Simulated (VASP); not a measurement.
Wanted: the native input for a VASP 6.6.1 run.

| Quantity | Value |
| --- | --- |
| Task | single point |
| Functional | PBE |
| Potentials or basis | VASP PAW PBE potentials, release 64 (Tl_d) |
| Cutoff | 520 eV |
| k mesh | 16 × 16 × 16 |
| Occupations | gaussian, width 0.1 eV |
| Spin | no spin polarisation |
| Dipole correction | no |
| Further INCAR settings | ALGO = Normal; EDIFF = 1e-07; NBANDS = 12 |

The structure of Tl lies in POSCAR:

```
Tl
1.0
   -1.9871660442      1.9871660442      1.9871660442
    1.9871660442     -1.9871660442      1.9871660442
    1.9871660442      1.9871660442     -1.9871660442
Tl
1
Direct
    0.0000000000      0.0000000000      0.0000000000
```

This isn't the form of Tl at room conditions, which is hcp.

The input as run:

INCAR

```
SYSTEM = Tl
PREC     = Accurate       ! precision mode
ENCUT    = 520            ! plane-wave cutoff, eV
EDIFF    = 1E-7           ! SCF threshold, eV
ISMEAR   = 0              ! smearing method
SIGMA    = 0.1            ! smearing width, eV
LREAL    = .FALSE.        ! projectors in reciprocal space
LASPH    = .TRUE.         ! aspherical terms in the spheres
NELM     = 100            ! most SCF steps
ALGO     = Normal         ! electronic algorithm
ISIF     = 2              ! what is computed and relaxed
LWAVE    = .FALSE.        ! write WAVECAR
LCHARG   = .TRUE.         ! write CHGCAR
GGA      = PE             ! functional
LELF     = .TRUE.         ! ELF
LVHAR    = .TRUE.       
NBANDS   = 12             ! bands
```

KPOINTS

```
regular mesh
0
G
  16 16 16
  0 0 0
```

Potentials or basis: VASP PAW PBE potentials, release 64 (Tl_d).

Run with:

```bash
$ cat potpaw_PBE.64/Tl_d/POTCAR > POTCAR
$ mpirun -np 1 vasp_std > vasp.out
```

Results of the run:

The pressure is -0.1 GPa. The band gap on the k mesh is zero (an odd number of electrons rules out a gap without spin polarisation).

Caveat: spin-orbit coupling is left out, which moves the levels of the heavy elements.

Wall time 75 s on 1 thread of Intel Xeon 8259CL, with other jobs on the host, peak memory 0.19 GiB.
